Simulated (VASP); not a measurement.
# CuAu (P4/mmm) in VASP: a series of runs, part 2 of 3

VASP 6.6.1. Earlier steps stand in the parts before.

## Step 3: Electric field gradients, PBEsol (zz strain of +2 %)

INCAR

```
SYSTEM = CuAu
PREC = Accurate
ENCUT = 520
EDIFF = 1E-8
ISMEAR = -1
SIGMA = 0.05
LREAL = .False.
LASPH = .True.
NELM = 60
ALGO = Normal
ISIF = 2
LWAVE = .False.
LCHARG = .False.
GGA = PS
LEFG = .True.
NBANDS = 18
```

KPOINTS

```
regular mesh
0
Gamma
  13 13 10
  0 0 0
```

POSCAR

```
CuAu
1.0
    2.8000000000      0.0000000000      0.0000000000
    0.0000000000      2.8000000000      0.0000000000
    0.0000000000      0.0000000000      3.7434000000
Cu Au
1 1
Direct
    0.5000000000      0.5000000000      0.5000000000
    0.0000000000      0.0000000000      0.0000000000
```

Potentials or basis: VASP PAW PBE potentials, release 64 (Cu, Au).

Launch:

```console
$ cat potpaw_PBE.64/Cu/POTCAR potpaw_PBE.64/Au/POTCAR > POTCAR
$ mpirun -np 1 vasp_std > vasp.out
```

OUTCAR:

```text
SYSTEM = CuAu
   PREC = Accurate
   ENCUT = 520
   EDIFF = 1E-8
   ISMEAR = -1
   LREAL = .False.
   LASPH = .True.
   NELM = 60
   ISIF = 2
   GGA = PS

 ion  position               nearest neighbor table
   1  0.500  0.500  0.500-   2 2.72   2 2.72   2 2.72   2 2.72   2 2.72   2 2.72   2 2.72   2 2.72

   2  0.000  0.000  0.000-   1 2.72   1 2.72   1 2.72   1 2.72   1 2.72   1 2.72   1 2.72   1 2.72

  LATTYP: Found a simple tetragonal cell.
 ALAT       =     2.8000000000
 C/A-ratio  =     1.3369285714

  Lattice vectors:

 A1 = (   2.8000000000,   0.0000000000,   0.0000000000)
 A2 = (   0.0000000000,   2.8000000000,   0.0000000000)
 A3 = (   0.0000000000,   0.0000000000,   3.7434000000)

Analysis of symmetry for initial positions (statically):
=====================================================================
 Subroutine PRICEL returns:
 Original cell was already a primitive cell.

 Routine SETGRP: Setting up the symmetry group for a
 simple tetragonal supercell.

 Subroutine GETGRP returns: Found 16 space group operations
 (whereof 16 operations were pure point group operations)
 out of a pool of 16 trial point group operations.

The static configuration has the point symmetry D_4h.

Analysis of symmetry for dynamics (positions and initial velocities):
=====================================================================
 Subroutine PRICEL returns:
 Original cell was already a primitive cell.

 Routine SETGRP: Setting up the symmetry group for a
 simple tetragonal supercell.

 Subroutine GETGRP returns: Found 16 space group operations
 (whereof 16 operations were pure point group operations)
 out of a pool of 16 trial point group operations.

The dynamic configuration has the point symmetry D_4h.

 Subroutine INISYM returns: Found 16 space group operations
 (whereof 16 operations are pure point group operations),
 and found     1 'primitive' translations

----------------------------------------------------------------------------------------

                                     Primitive cell

  volume of cell :      29.3483

  direct lattice vectors                    reciprocal lattice vectors
     2.800000000  0.000000000  0.000000000     0.357142857  0.000000000  0.000000000
     0.000000000  2.800000000  0.000000000     0.000000000  0.357142857  0.000000000
     0.000000000  0.000000000  3.743400000     0.000000000  0.000000000  0.267136827

  length of vectors
     2.800000000  2.800000000  3.743400000     0.357142857  0.357142857  0.267136827

  position of ions in fractional coordinates (direct lattice)
     0.500000000  0.500000000  0.500000000
     0.000000000  0.000000000  0.000000000

  ion indices of the primitive-cell ions
   primitive index   ion index
                 1           1
                 2           2

----------------------------------------------------------------------------------------

 KPOINTS: regular mesh

Automatic generation of k-mesh.
 Grid dimensions read from file:
[... 72 lines left out ...]
   ISYM   =      2    0-nonsym 1-usesym 2-fastsym
   POTIM  = 0.5000    time-step for ionic-motion
   TEBEG  =    0.0;   TEEND  =   0.0 temperature during run
   PSTRESS=    0.0 pullay stress
   NELECT =      22.0000    total number of electrons
   NUPDOWN=      -1.0000    fix difference up-down
   EMIN   =  10.00;   EMAX   =-10.00  energy-range for DOS
   EFERMI =   0.00;   METHOD = LEGACY
   ISMEAR =    -1;   SIGMA  =   0.05  broadening in eV -4-tet -1-fermi 0-gaus
   EFERMI_NEDOS =   21; number of points for ismear=-14 and -15
   IALGO  =     38    algorithm
   IMIX   =      4    mixing-type and parameters
     AMIX     =   0.40;   BMIX     =  1.00
     AMIX_MAG =   1.60;   BMIX_MAG =  1.00
  volume/ion in A,a.u.               =      14.67        99.03
  Fermi-wavevector in a.u.,A,eV,Ry     =   1.487151  2.810307 30.090876  2.211617
  Thomas-Fermi vector in A             =   2.600347
   LORBIT       =      0    0 simple, 1 ext, 2 COOP (PROOUT), +10 PAW based schemes
   GGA     = PS    functional components
   LHFCALC =     F    Hartree Fock is set to
   AEXX    =    0.0000 exact exchange contribution
   IVDW    =     0    specifies the selected vdW correction
   LEPSILON=     F    determine dielectric tensor
   LRPA    =     F    only Hartree local field effects (RPA)
 non-spin polarized calculation
  energy-cutoff  :      520.00
  volume of cell :       29.35
 maximum number of plane-waves:       806
 NGX is ok and might be reduce to    24
   NGX = 11   NGY = 11   NGZ = 13

 number of electron      22.0000015 magnetization

 Free energy of the ion-electron system (eV)
  ---------------------------------------------------
  ext. energy  EPLUGINS =         0.00000000
  ---------------------------------------------------
  free energy    TOTEN  =        -8.34442091 eV

  energy without entropy =       -8.34103598  energy(sigma->0) =       -8.34272845

 E-fermi :   8.4614     XC(G=0): -12.7872

 val. band max:        8.4402911898   @ k =   0.4615   0.1538   0.4000
 cond. band min:       8.4648161456   @ k =   0.0769   0.0000   0.2000
 fundamental gap:      0.0245249558
 Fermi energy:         8.4613904710

 k-point     1 :       0.0000    0.0000    0.0000
  band No.  band energies     occupation
      1      -1.3313      2.00000
      2       1.8287      2.00000
      3       2.0078      2.00000
      4       4.4358      2.00000
      5       4.4358      2.00000
      6       5.5300      2.00000
[... 481 lines left out ...]
      5       4.5899      2.00000
      6       5.7408      2.00000
[... 10 lines left out ...]
     17      21.2660      0.00000
     18      21.5442      0.00000

 [... further k-points ...]

------------------------ aborting loop because EDIFF is reached ----------------------------------------

  FORCE on cell =-STRESS in cart. coord.  units (eV):
  Direction    XX          YY          ZZ          XY          YZ          ZX
  --------------------------------------------------------------------------------------
  -------------------------------------------------------------------------------------
  Total       -0.8672053     -0.8672053     -0.9421675      0.0000000      0.0000000      0.0000000
  in kB      -47.3423925    -47.3423925    -51.4347207      0.0000000      0.0000000      0.0000000
  external PRESSURE =     -48.7065019 kB  Pullay stress =       0.0000000 kB

 VOLUME and BASIS-vectors are now :
 -----------------------------------------------------------------------------
  energy-cutoff  :      520.00
  volume of cell :       29.35
      direct lattice vectors                 reciprocal lattice vectors
     2.800000000  0.000000000  0.000000000     0.357142857  0.000000000  0.000000000
     0.000000000  2.800000000  0.000000000     0.000000000  0.357142857  0.000000000
     0.000000000  0.000000000  3.743400000     0.000000000  0.000000000  0.267136827

 POSITION                                       TOTAL-FORCE (eV/Angst)
 -----------------------------------------------------------------------------------
      1.40000      1.40000      1.87170         0.000000      0.000000      0.000000
      0.00000      0.00000      0.00000         0.000000      0.000000      0.000000
 -----------------------------------------------------------------------------------
    total drift:                                0.000000      0.000000     -0.000000

  FREE ENERGIE OF THE ION-ELECTRON SYSTEM (eV)
  ---------------------------------------------------
  free  energy   TOTEN  =        -8.3444209109 eV

  energy  without entropy=       -8.3410359833  energy(sigma->0) =       -8.34272845

 Electric field gradients (V/A^2)
---------------------------------------------------------------------
 ion       V_xx      V_yy      V_zz      V_xy      V_xz      V_yz
---------------------------------------------------------------------
   1       6.591     6.591   -13.182    -0.000     0.000    -0.000
   2     -42.134   -42.134    84.268    -0.000    -0.000     0.000
---------------------------------------------------------------------

 Electric field gradients after diagonalization (V/A^2)
 (convention: |V_zz| > |V_xx| > |V_yy|)
----------------------------------------------------------------------
 ion       V_xx      V_yy      V_zz     asymmetry (V_yy - V_xx)/ V_zz
----------------------------------------------------------------------
   1       6.591     6.591   -13.182       0.000
   2     -42.134   -42.134    84.268       0.000
----------------------------------------------------------------------

           NMR quadrupolar parameters

 Cq : quadrupolar parameter    Cq=e*Q*V_zz/h
 eta: asymmetry parameters     (V_yy - V_xx)/ V_zz
 Q  : nuclear electric quadrupole moment in mb (millibarn)
----------------------------------------------------------------------
 ion       Cq(MHz)       eta       Q (mb)
----------------------------------------------------------------------
   1      -0.032       0.000       1.000
   2       0.204       0.000       1.000
----------------------------------------------------------------------
```

OSZICAR:

```text
N       E                     dE             d eps       ncg     rms          rms(c)
DAV:   1     0.127398423006E+03    0.12740E+03   -0.10934E+04  6504   0.171E+03
DAV:   2    -0.414022829263E+01   -0.13154E+03   -0.12314E+03  6118   0.297E+02
DAV:   3    -0.947601270642E+01   -0.53358E+01   -0.52053E+01  6982   0.695E+01
DAV:   4    -0.955537635603E+01   -0.79364E-01   -0.79296E-01  7612   0.704E+00
DAV:   5    -0.955733841728E+01   -0.19621E-02   -0.19619E-02  7808   0.114E+00    0.122E+01
DAV:   6    -0.895897871986E+01    0.59836E+00   -0.94092E+00  6542   0.818E+01    0.589E+00
DAV:   7    -0.840589116827E+01    0.55309E+00   -0.32882E+00  7576   0.849E+01    0.569E+00
DAV:   8    -0.835219306541E+01    0.53698E-01   -0.23496E-01  8858   0.106E+01    0.272E+00
DAV:   9    -0.834486278507E+01    0.73303E-02   -0.11845E-02  9270   0.179E+00    0.186E-01
DAV:  10    -0.834443241481E+01    0.43037E-03   -0.24923E-03  7744   0.111E+00    0.537E-02
DAV:  11    -0.834442363698E+01    0.87778E-05   -0.94438E-05  9264   0.170E-01    0.314E-02
DAV:  12    -0.834442106759E+01    0.25694E-05   -0.64763E-06  9276   0.742E-02    0.418E-03
DAV:  13    -0.834442091850E+01    0.14909E-06   -0.68282E-07  9184   0.153E-02    0.141E-03
DAV:  14    -0.834442090724E+01    0.11265E-07   -0.52041E-08  8138   0.479E-03    0.263E-04
DAV:  15    -0.834442091092E+01   -0.36830E-08   -0.35532E-09  3504   0.167E-03
   1 F= -.83444209E+01 E0= -.83427284E+01  d E =-.338493E-02
```

Run time: 39 s. Hardware: 1 thread of Intel Xeon Platinum 8488C (Sapphire Rapids), shared host; peak memory 0.22 GiB.

What came out:

```
Free energy                             : -8.3444 eV
Pressure                                : -4.9 GPa
Band gap on the k mesh                  : zero (bands 11 and 12 overlap by 6.31 eV)
Largest electric field gradient by atom : Cu -13.2; Au +84.3 V/Å²
```

Levels at points of the mesh, in eV from the Fermi level:
```tsv
k point	band 7	band 8	band 9	band 10	band 11	band 12	band 13	band 14	band 15	band 16
(0.00, 0.00, 0.00)	-2.86	-2.17	-1.69	-1.48	-1.48	1.75	7.54	10.16	10.16	16.76
(0.00, 0.00, 0.50)	-3.20	-2.71	-2.38	-2.30	-2.30	-1.94	14.42	14.57	14.57	15.01
```

Electric field gradients, principal values (V/Å²):
```tsv
atom	least	middle	greatest (by size)
1 Cu	6.591	6.591	-13.182
2 Au	-42.134	-42.134	84.268
```

Caveat: the cell differs from its parent crystal (zz strain of +2 %); the cell stands under tension; without QUAD_EFG the Cq values of the log hold for a quadrupole moment of 1 mb, not for the nuclei; the PAW data sets were made with another functional, which shifts forces and pressure a little; spin-orbit coupling is left out, which moves the levels of the heavy elements.

## Step 4: Electric field gradients, PBEsol (14.67 Å³/atom)

This run uses another cell than the first one, of 14.67 Å³/atom.

INCAR

```
PREC     = Accurate       # precision mode
ENCUT    = 520            # plane-wave cutoff, eV
EDIFF    = 1E-8           # SCF threshold, eV
ISMEAR   = -1             # smearing method
SIGMA    = 0.05           # smearing width, eV
LREAL    = False          # projectors in reciprocal space
LASPH    = True           # aspherical terms in the spheres
NELM     = 60             # most SCF steps
ALGO     = Normal         # electronic algorithm
ISIF     = 2              # what is computed and relaxed
LWAVE    = False          # write WAVECAR
LCHARG   = False          # write CHGCAR
GGA      = PS             # functional
LEFG     = True         
NBANDS   = 18             # bands
```

KPOINTS

```
Automatic mesh
0
Gamma
  13 13 10
```

POSCAR

```
CuAu
1.0
    2.8185435868      0.0000000000      0.0000000000
    0.0000000000      2.8185435868      0.0000000000
    0.0000000000      0.0000000000      3.6943053441
Cu Au
1 1
Direct
    0.5000000000      0.5000000000      0.5000000000
    0.0000000000      0.0000000000      0.0000000000
```

Potentials or basis: VASP PAW PBE potentials, release 64 (Cu, Au).

Launch:

```console
$ cat potpaw_PBE.64/Cu/POTCAR potpaw_PBE.64/Au/POTCAR > POTCAR
$ mpirun -np 1 vasp_std > vasp.out
```

OUTCAR:

```text
PREC = Accurate
   ENCUT = 520
   EDIFF = 1E-8
   ISMEAR = -1
   LREAL = False
   LASPH = True
   NELM = 60
   ISIF = 2
   GGA = PS

 ion  position               nearest neighbor table
   1  0.500  0.500  0.500-   2 2.72   2 2.72   2 2.72   2 2.72   2 2.72   2 2.72   2 2.72   2 2.72

   2  0.000  0.000  0.000-   1 2.72   1 2.72   1 2.72   1 2.72   1 2.72   1 2.72   1 2.72   1 2.72

  LATTYP: Found a simple tetragonal cell.
 ALAT       =     2.8185435868
 C/A-ratio  =     1.3107142857

  Lattice vectors:

 A1 = (   2.8185435868,   0.0000000000,   0.0000000000)
 A2 = (   0.0000000000,   2.8185435868,   0.0000000000)
 A3 = (   0.0000000000,   0.0000000000,   3.6943053441)

Analysis of symmetry for initial positions (statically):
=====================================================================
 Subroutine PRICEL returns:
 Original cell was already a primitive cell.

 Routine SETGRP: Setting up the symmetry group for a
 simple tetragonal supercell.

 Subroutine GETGRP returns: Found 16 space group operations
 (whereof 16 operations were pure point group operations)
 out of a pool of 16 trial point group operations.

The static configuration has the point symmetry D_4h.

Analysis of symmetry for dynamics (positions and initial velocities):
=====================================================================
 Subroutine PRICEL returns:
 Original cell was already a primitive cell.

 Routine SETGRP: Setting up the symmetry group for a
 simple tetragonal supercell.

 Subroutine GETGRP returns: Found 16 space group operations
 (whereof 16 operations were pure point group operations)
[... 159 lines left out ...]
      1      -1.3256      2.00000
      2       1.8707      2.00000
      3       2.0374      2.00000
      4       4.4044      2.00000
      5       4.4044      2.00000
      6       5.4521      2.00000
[... 481 lines left out ...]
      5       4.5597      2.00000
      6       5.6846      2.00000
[... 10 lines left out ...]
     17      21.4341      0.00000
     18      21.6386      0.00000

 [... further k-points ...]

------------------------ aborting loop because EDIFF is reached ----------------------------------------

  FORCE on cell =-STRESS in cart. coord.  units (eV):
  Direction    XX          YY          ZZ          XY          YZ          ZX
  --------------------------------------------------------------------------------------
  -------------------------------------------------------------------------------------
  Total       -0.9463897     -0.9463897     -0.8294244      0.0000000     -0.0000000      0.0000000
  in kB      -51.6652200    -51.6652200    -45.2798638      0.0000000     -0.0000000      0.0000000
  external PRESSURE =     -49.5367679 kB  Pullay stress =       0.0000000 kB

 VOLUME and BASIS-vectors are now :
 -----------------------------------------------------------------------------
  energy-cutoff  :      520.00
  volume of cell :       29.35
      direct lattice vectors                 reciprocal lattice vectors
     2.818543587  0.000000000  0.000000000     0.354793165  0.000000000  0.000000000
     0.000000000  2.818543587  0.000000000     0.000000000  0.354793165  0.000000000
     0.000000000  0.000000000  3.694305344     0.000000000  0.000000000  0.270686883

 POSITION                                       TOTAL-FORCE (eV/Angst)
 -----------------------------------------------------------------------------------
      1.40927      1.40927      1.84715         0.000000      0.000000      0.000000
      0.00000      0.00000      0.00000         0.000000      0.000000      0.000000
 -----------------------------------------------------------------------------------
    total drift:                                0.000000      0.000000     -0.000000

  FREE ENERGIE OF THE ION-ELECTRON SYSTEM (eV)
  ---------------------------------------------------
  free  energy   TOTEN  =        -8.3441875934 eV

  energy  without entropy=       -8.3397832952  energy(sigma->0) =       -8.34198544

 Electric field gradients (V/A^2)
---------------------------------------------------------------------
 ion       V_xx      V_yy      V_zz      V_xy      V_xz      V_yz
---------------------------------------------------------------------
   1       6.664     6.664   -13.328     0.000     0.000    -0.000
   2     -37.624   -37.624    75.248     0.000     0.000     0.000
---------------------------------------------------------------------

 Electric field gradients after diagonalization (V/A^2)
 (convention: |V_zz| > |V_xx| > |V_yy|)
----------------------------------------------------------------------
 ion       V_xx      V_yy      V_zz     asymmetry (V_yy - V_xx)/ V_zz
----------------------------------------------------------------------
   1       6.664     6.664   -13.328       0.000
   2     -37.624   -37.624    75.248       0.000
----------------------------------------------------------------------

           NMR quadrupolar parameters

 Cq : quadrupolar parameter    Cq=e*Q*V_zz/h
 eta: asymmetry parameters     (V_yy - V_xx)/ V_zz
 Q  : nuclear electric quadrupole moment in mb (millibarn)
----------------------------------------------------------------------
 ion       Cq(MHz)       eta       Q (mb)
----------------------------------------------------------------------
   1      -0.032       0.000       1.000
   2       0.182       0.000       1.000
----------------------------------------------------------------------
```

Wall time 37 s (1 thread of Intel Xeon Platinum 8488C (Sapphire Rapids), shared host); peak memory 0.22 GiB.

Results:

```
Free energy                             : -8.3442 eV
Pressure                                : -5.0 GPa
Band gap on the k mesh                  : zero (bands 11 and 12 overlap by 6.30 eV)
Largest electric field gradient by atom : Cu -13.3; Au +75.2 V/Å²
```

Stress tensor (GPa, compression positive):
```
-5.17  0.00  0.00
 0.00 -5.17  0.00
 0.00  0.00 -4.53
```

Electric field gradients, principal values (V/Å²):
```csv
atom,least,middle,greatest (by size)
1 Cu,6.664,6.664,-13.328
2 Au,-37.624,-37.624,75.248
```

Caveat: the cell stands under tension; without QUAD_EFG the Cq values of the log hold for a quadrupole moment of 1 mb, not for the nuclei; the PAW data sets were made with another functional, which shifts forces and pressure a little; spin-orbit coupling is left out, which moves the levels of the heavy elements.

(Part 2 of 3 ends here.)
